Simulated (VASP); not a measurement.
CdS, 4 atoms in the cell. The structure is hexagonal, space group P6_3mc (No. 186). The conventional cell has a = 4.169 Å, b = 4.169 Å, c = 6.780 Å, α = 90.00°, β = 90.00°, γ = 120.00°. Cd (site symmetry 3m) has 4 S at 2.55 Å within 3.4 Å. Within 3.4 Å of S (site symmetry 3m) lie 4 Cd at 2.55 Å. 

* Program: VASP 6.6.1
* Task: electric field gradients
* Functional: r2SCAN
* Potentials or basis: VASP PAW PBE potentials, release 64 (Cd, S)
* Cutoff: 520 eV
* k mesh: 8 × 8 × 5
* Occupations: fermi-dirac, width 0.02 eV
* Spin: no spin polarisation
* Dipole correction: no
* Further INCAR settings: ALGO = Normal; EDIFF = 1e-08; NBANDS = 26

Potentials or basis: VASP PAW PBE potentials, release 64 (Cd, S).

Launch:

```bash
$ cat potpaw_PBE.64/Cd/POTCAR potpaw_PBE.64/S/POTCAR > POTCAR
$ cp INCAR.step1 INCAR
$ mpirun -np 1 vasp_std > vasp.out
$ cp INCAR.step2 INCAR
$ mpirun -np 1 vasp_std > vasp.out
```

Hardware: 1 thread of Intel Xeon 8259CL (shared host).

**Question.** How long does it take, and how much memory?

**Answer.** It took 5.9 min on 1 thread of Intel Xeon 8259CL, on a shared host, peak memory 0.27 GiB. Counts: k points 30.
